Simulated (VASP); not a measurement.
# SnO2 in VASP: further runs, part 2 of 2

VASP 6.6.1. The steps go on from the part before.

## (5) Single point, LDA (uniaxial strain along c: -4.0 %, then relaxed in part)

INCAR reads:

```
ALGO = Normal ; EDIFF = 1E-7
ENCUT = 520 ; GGA = CA
ISIF = 2 ; ISMEAR = 0
LASPH = T ; LCHARG = F
LREAL = F ; LWAVE = F
NBANDS = 35 ; NELM = 100
PREC = Accurate ; SIGMA = 0.02
```

KPOINTS reads:

```
k-points
0
Gamma
  6 6 8
```

POSCAR reads:

```
SnO2
1.0
    4.7920465210      0.0000000000      0.0000000000
    0.0000000000      4.7920989258      0.0000000000
    0.0000000000      0.0000000000      3.0624186269
Sn O
2 4
Direct
    0.5000000000      0.5000000000      0.5000000000
    0.0000000000      0.0000000000      0.0000000000
    0.3042658211      0.3042878551      0.0000000000
    0.8042658211      0.1957121449      0.5000000000
    0.1957341789      0.8042878551      0.5000000000
    0.6957341789      0.6957121449      0.0000000000
```

Potentials or basis: VASP PAW LDA potentials, release 64 (Sn_d, O).

Started as:

```
cat potpaw_LDA.64/Sn_d/POTCAR potpaw_LDA.64/O/POTCAR > POTCAR
mpirun -np 1 vasp_std > vasp.out
```

OUTCAR:

```text
EDIFF = 1E-7
   ENCUT = 520
   GGA = CA
   ISIF = 2
   ISMEAR = 0
   LASPH = T
   LREAL = F
   NELM = 100
   PREC = Accurate

 ion  position               nearest neighbor table
   1  0.500  0.500  0.500-   3 2.03   6 2.03   3 2.03   6 2.03   5 2.06   4 2.06   2 3.72   2 3.72
                             2 3.72   2 3.72   2 3.72   2 3.72   2 3.72   2 3.72
   2  0.000  0.000  0.000-   4 2.03   5 2.03   4 2.03   5 2.03   3 2.06   6 2.06   1 3.72   1 3.72
                             1 3.72   1 3.72   1 3.72   1 3.72   1 3.72   1 3.72
   3  0.304  0.304  0.000-   1 2.03   1 2.03   2 2.06
   4  0.804  0.196  0.500-   2 2.03   2 2.03   1 2.06
   5  0.196  0.804  0.500-   2 2.03   2 2.03   1 2.06
   6  0.696  0.696  0.000-   1 2.03   1 2.03   2 2.06

  LATTYP: Found a simple orthorhombic cell.
 ALAT       =     3.0624186269
 B/A-ratio  =     1.5647914622
 C/A-ratio  =     1.5648085744

  Lattice vectors:

 A1 = (   0.0000000000,   0.0000000000,   3.0624186269)
 A2 = (   4.7920465210,   0.0000000000,   0.0000000000)
 A3 = (   0.0000000000,   4.7920989258,   0.0000000000)

[... 199 lines left out ...]
  free energy    TOTEN  =       -42.14126719 eV

  energy without entropy =      -42.14126719  energy(sigma->0) =      -42.14126719

 E-fermi :   6.2050     XC(G=0): -11.8738

 val. band max:        6.0618333364   @ k =   0.0000   0.0000   0.0000
 cond. band min:       7.5166584399   @ k =   0.0000   0.0000   0.0000
 fundamental gap:      1.4548251035
 Fermi energy:         6.2050337904

 k-point     1 :       0.0000    0.0000    0.0000
  band No.  band energies     occupation
      1     -15.0445      2.00000
      2     -14.3284      2.00000
      3     -13.9091      2.00000
      4     -13.8709      2.00000
      5     -13.8709      2.00000
      6     -13.7274      2.00000
[... 901 lines left out ...]
     34      17.8120      0.00000
     35      18.3074      0.00000

 [... further k-points ...]
[... 5 lines left out ...]
  --------------------------------------------------------------------------------------
  -------------------------------------------------------------------------------------
  Total        0.4245160      0.4246174      6.9104734      0.0000000      0.0000000      0.0000000
  in kB        9.6714869      9.6737985    157.4370790      0.0000000      0.0000000      0.0000000
  external PRESSURE =      58.9274548 kB  Pullay stress =       0.0000000 kB

 VOLUME and BASIS-vectors are now :
 -----------------------------------------------------------------------------
  energy-cutoff  :      520.00
  volume of cell :       70.33
      direct lattice vectors                 reciprocal lattice vectors
     4.792046521  0.000000000  0.000000000     0.208679109  0.000000000  0.000000000
     0.000000000  4.792098926  0.000000000     0.000000000  0.208676827  0.000000000
     0.000000000  0.000000000  3.062418627     0.000000000  0.000000000  0.326539289

 POSITION                                       TOTAL-FORCE (eV/Angst)
 -----------------------------------------------------------------------------------
      2.39602      2.39605      1.53121         0.000000     -0.000000      0.000000
      0.00000      0.00000      0.00000         0.000000     -0.000000      0.000000
      1.45806      1.45818      0.00000        -0.030008     -0.030036     -0.000000
      3.85408      0.93787      1.53121        -0.030008      0.030036     -0.000000
      0.93797      3.85423      1.53121         0.030008     -0.030036      0.000000
      3.33399      3.33392      0.00000         0.030008      0.030036      0.000000
 -----------------------------------------------------------------------------------
    total drift:                               -0.000000      0.000000     -0.000000

  FREE ENERGIE OF THE ION-ELECTRON SYSTEM (eV)
  ---------------------------------------------------
  free  energy   TOTEN  =       -42.1412671948 eV

  energy  without entropy=      -42.1412671948  energy(sigma->0) =      -42.14126719
```

OSZICAR:

```text
N       E                     dE             d eps       ncg     rms          rms(c)
DAV:   1     0.637465974381E+03    0.63747E+03   -0.25522E+04  6180   0.234E+03
DAV:   2     0.517423587360E+02   -0.58572E+03   -0.55169E+03  6072   0.610E+02
DAV:   3    -0.432910485556E+02   -0.95033E+02   -0.93188E+02  6054   0.208E+02
DAV:   4    -0.482020261291E+02   -0.49110E+01   -0.48743E+01  7130   0.507E+01
DAV:   5    -0.483312328507E+02   -0.12921E+00   -0.12903E+00  6962   0.869E+00    0.161E+01
DAV:   6    -0.422018865760E+02    0.61293E+01   -0.16749E+01  8889   0.642E+01    0.660E+00
DAV:   7    -0.422338594845E+02   -0.31973E-01   -0.19946E+00  6471   0.791E+00    0.323E+00
DAV:   8    -0.421555766942E+02    0.78283E-01   -0.19627E-01  8825   0.431E+00    0.741E-01
DAV:   9    -0.421411703702E+02    0.14406E-01   -0.30987E-02  9106   0.306E+00    0.131E-01
DAV:  10    -0.421412510308E+02   -0.80661E-04   -0.30526E-03  7188   0.420E-01    0.522E-02
DAV:  11    -0.421412671029E+02   -0.16072E-04   -0.13587E-04  9005   0.117E-01    0.207E-02
DAV:  12    -0.421412695589E+02   -0.24560E-05   -0.13203E-05  7125   0.285E-02    0.123E-02
DAV:  13    -0.421412671225E+02    0.24364E-05   -0.82735E-06  8269   0.437E-02    0.111E-03
DAV:  14    -0.421412671948E+02   -0.72333E-07   -0.90692E-07  7625   0.781E-03
   1 F= -.42141267E+02 E0= -.42141267E+02  d E =-.213086E-26
```

stdout:

```text
POSCAR found type information on POSCAR SnO
 POSCAR found :  2 types and       6 ions
 scaLAPACK will be used
 -----------------------------------------------------------------------------
|                                                                             |
|           W    W    AA    RRRRR   N    N  II  N    N   GGGG   !!!           |
[... 38 lines left out ...]
|     Results are often still useful ...                                      |
|                                                                             |
 -----------------------------------------------------------------------------

 POSCAR, INCAR and KPOINTS ok, starting setup
 FFT: planning ... GRIDC
 FFT: planning ... GRID_SOFT
 FFT: planning ... GRID
 WAVECAR not read
 entering main loop
```

It took 63 s on 1 thread of Intel Xeon 6975P-C (Granite Rapids), shared host; peak memory 0.25 GiB.

What came out:

- Free energy: -42.1413 eV
- Pressure: 5.9 GPa
- Largest force: 0.042 eV/Å
- Band gap on the k mesh: 1.45 eV

Forces on the atoms (eV/Å):
```
Sn   0.000  0.000  0.000
Sn   0.000  0.000  0.000
O   -0.030 -0.030  0.000
O   -0.030  0.030  0.000
O    0.030 -0.030  0.000
O    0.030  0.030  0.000
```

Levels at points of the mesh, in eV from the valence-band top:
```csv
k point,band 23,band 24,band 25,band 26,band 27,band 28,band 29,band 30
"(0.00, 0.00, 0.00)",-1.13,-0.90,-0.90,0.00,1.45,6.51,6.51,6.65
"(0.50, 0.00, 0.00)",-1.11,-1.11,-0.71,-0.71,4.52,4.52,7.35,7.35
"(0.00, 0.50, 0.00)",-1.11,-1.11,-0.71,-0.71,4.52,4.52,7.35,7.35
"(0.50, 0.50, 0.00)",-1.20,-1.20,-1.05,-1.05,5.08,5.08,7.70,7.70
"(0.00, 0.00, 0.50)",-1.74,-1.74,-1.31,-1.31,6.22,6.22,9.39,9.39
"(0.50, 0.00, 0.50)",-1.21,-1.21,-0.83,-0.83,6.44,6.44,7.65,7.65
"(0.00, 0.50, 0.50)",-1.21,-1.21,-0.83,-0.83,6.44,6.44,7.65,7.65
"(0.50, 0.50, 0.50)",-1.04,-1.04,-0.95,-0.95,4.67,4.67,8.72,8.72
```

Caveat: the cell differs from its parent crystal (uniaxial strain along c: -4.0 %, then relaxed in part); the cell stands under pressure; spin-orbit coupling is left out, which moves the levels of the heavy elements.

## (6) Single point, LDA

This run uses another cell than the first one, of 11.86 Å³/atom.

INCAR reads:

```
SYSTEM = SnO2
ALGO     = Normal         ! electronic algorithm
EDIFF    = 1E-6           ! SCF threshold, eV
ENCUT    = 520            ! plane-wave cutoff, eV
GGA      = CA             ! functional
ISIF     = 2              ! what is computed and relaxed
ISMEAR   = 0              ! smearing method
LASPH    = .TRUE.         ! aspherical terms in the spheres
LCHARG   = .TRUE.         ! write CHGCAR
LELF     = .TRUE.         ! ELF
LREAL    = .FALSE.        ! projectors in reciprocal space
LVHAR    = .TRUE.       
LWAVE    = .FALSE.        ! write WAVECAR
NBANDS   = 35             ! bands
NELM     = 100            ! most SCF steps
PREC     = Accurate       ! precision mode
SIGMA    = 0.02           ! smearing width, eV
```

KPOINTS reads:

```
k-points
0
G
  6 6 8
  0 0 0
```

POSCAR reads:

```
SnO2
1.0
    4.7212714761      0.0000000000      0.0000000000
    0.0000000000      4.7242464798      0.0000000000
    0.0000000000      0.0000000000      3.1900193999
Sn O
2 4
Direct
    0.5000000000      0.5000000000      0.5000000000
    0.0000000000      0.0000000000      0.0000000000
    0.3055669685      0.3065721192      0.0000000000
    0.8055669685      0.1934278808      0.5000000000
    0.1944330315      0.8065721192      0.5000000000
    0.6944330315      0.6934278808      0.0000000000
```

Potentials or basis: VASP PAW LDA potentials, release 64 (Sn_d, O).

Started as:

```
cat potpaw_LDA.64/Sn_d/POTCAR potpaw_LDA.64/O/POTCAR > POTCAR
mpirun -np 1 vasp_std > vasp.out
```

Run time: 4.3 min. Hardware: 1 thread of Intel Xeon 8259CL, shared host; peak memory 0.26 GiB.

It converged, with:

```yaml
Free_energy: -42.2799 eV
Pressure: 1.1 GPa
Largest_force: 0.022 eV/Å
Band_gap_on_the_k_mesh: 1.20 eV
```

Forces in eV/Å, atoms in the order of the input:
```
Sn   0.000  0.000  0.000
Sn   0.000  0.000  0.000
O   -0.014 -0.016  0.000
O   -0.014  0.016  0.000
O    0.014 -0.016  0.000
O    0.014  0.016  0.000
```

Stress tensor (GPa, compression positive):
```
0.91 0.00 0.00
0.00 0.90 0.00
0.00 0.00 1.42
```

Levels at points of the mesh, in eV from the valence-band top:
```tsv
k point	band 22	band 23	band 24	band 25	band 26	band 27	band 28	band 29	band 30	band 31
(0.00, 0.00, 0.00)	-1.28	-1.28	-0.81	-0.81	0.00	1.20	5.96	6.07	6.08	10.11
(0.50, 0.00, 0.00)	-2.03	-1.24	-1.24	-0.65	-0.65	4.35	4.35	6.82	6.82	10.83
(0.00, 0.50, 0.00)	-2.04	-1.24	-1.24	-0.65	-0.65	4.36	4.36	6.84	6.84	10.83
(0.50, 0.50, 0.00)	-2.07	-1.36	-1.36	-0.92	-0.92	4.74	4.74	7.33	7.33	10.83
(0.00, 0.00, 0.50)	-2.71	-1.73	-1.73	-1.29	-1.29	6.07	6.07	9.54	9.54	10.40
(0.50, 0.00, 0.50)	-1.80	-1.13	-1.13	-0.72	-0.72	6.36	6.36	7.90	7.90	10.76
(0.00, 0.50, 0.50)	-1.79	-1.14	-1.14	-0.72	-0.72	6.35	6.35	7.90	7.90	10.78
(0.50, 0.50, 0.50)	-2.44	-0.99	-0.99	-0.85	-0.85	4.73	4.73	8.64	8.64	10.77
```

Caveat: spin-orbit coupling is left out, which moves the levels of the heavy elements.

## (7) Overview

| cell | gap on the mesh (eV) | pressure (GPa) | largest force (eV/Å) |
| --- | --- | --- | --- |
| a = 4.768, b = 4.771, c = 3.062 Å, 6 atoms, atomic positions A | 1.58 | 8.3 | 0.23 |
| a = 4.827, b = 4.828, c = 2.999 Å, 6 atoms, atomic positions B | 1.56 | 8.6 | 0.05 |
| a = 4.745, b = 4.748, c = 3.126 Å, 6 atoms, atomic positions A | 1.40 | 4.6 | 0.18 |
| a = 4.792, b = 4.792, c = 3.062 Å, 6 atoms, atomic positions A | 1.45 | 5.9 | 0.04 |
| a = 4.721, b = 4.724, c = 3.190 Å, 6 atoms, atomic positions A | 1.20 | 1.1 | 0.02 |

Alike in all rows: task single point; level LDA; potentials or basis VASP PAW LDA potentials, release 64 (Sn_d, O); no spin polarisation; k mesh 6 × 6 × 8; cutoff (eV) 520; smearing gaussian 0.02 eV.

Caveats: spin-orbit coupling is left out, which moves the levels of the heavy elements; the cell stands under pressure (at least some runs).

Total energies depend on the potentials used, so only differences within one code and one set of settings carry meaning.
